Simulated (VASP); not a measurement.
Wanted: the native input for a VASP 6.6.1 run.

- Task: relaxation of cell and atoms
- Functional: PBE
- Potentials or basis: VASP PAW PBE potentials, release 64 (Si, W_sv)
- Cutoff: 600 eV
- k mesh: 4 × 4 × 4
- Occupations: gaussian, width 0.1 eV
- Spin: no spin polarisation
- Dipole correction: no
- Further INCAR settings: ALGO = Normal; EDIFF = 1e-07; IBRION = 2; EDIFFG = -0.04; NSW = 90; ISIF = 3

The structure of Si3W2 lies in POSCAR:

```
Si3W2
1.0
    2.5735588200     -2.7531613800      0.0000000000
    2.5735588200      2.7531613800      0.0000000000
    0.0000000000      0.0000000000      6.2771254700
Si W
3 2
Direct
    0.0000000000      0.5000000000      0.5000000000
    0.5000000000      0.0000000000      0.5000000000
    0.0000000000      0.0000000000      0.5000000000
    0.0000000000      0.5000000000      0.0000000000
    0.5000000000      0.0000000000      0.0000000000
```

The cell was generated, and may not be a known phase.

The input as run:

INCAR

```
  ALGO = Normal
  EDIFF = 1E-7
  EDIFFG = -0.04
  ENCUT = 600
  GGA = PE
  IBRION = 2
  ISIF = 3
  ISMEAR = 0
  LASPH = T
  LCHARG = F
  LREAL = F
  LWAVE = F
  NELM = 80
  NSW = 90
  PREC = Accurate
  SIGMA = 0.1
```

KPOINTS

```
k-points
0
Gamma
  4 4 4
```

Potentials or basis: VASP PAW PBE potentials, release 64 (Si, W_sv).

Command:

```sh
$ cat potpaw_PBE.64/Si/POTCAR potpaw_PBE.64/W_sv/POTCAR > POTCAR
$ mpirun -np 1 vasp_std > vasp.out
```

Results of the run:

* Relaxed volume: 19.55 Å³/atom
* Relaxed cell: a = 4.622 Å, b = 4.622 Å, c = 4.867 Å, α = 90.00°, β = 90.00°, γ = 109.93°
* Space group after relaxing (to 0.1 Å): Cmmm (No. 65)
* Energy gained by relaxing: 1454.6 meV/atom
* Ionic steps: 26
* Pressure after relaxing: 0.0 GPa
* Band gap on the k mesh: zero (bands 20 and 21 overlap by 1.17 eV)

Caveat: the k points lie up to 0.36 Å⁻¹ apart in the final cell, too coarse for converged energies and pressures of a metal; a cell axis changed by over 15 % at a fixed basis, so the end point is rough; spin-orbit coupling is left out, which moves the levels of the heavy elements.

Run time: 24 min on 1 thread of Intel Xeon 8259CL, on a shared host, peak memory 0.24 GiB.
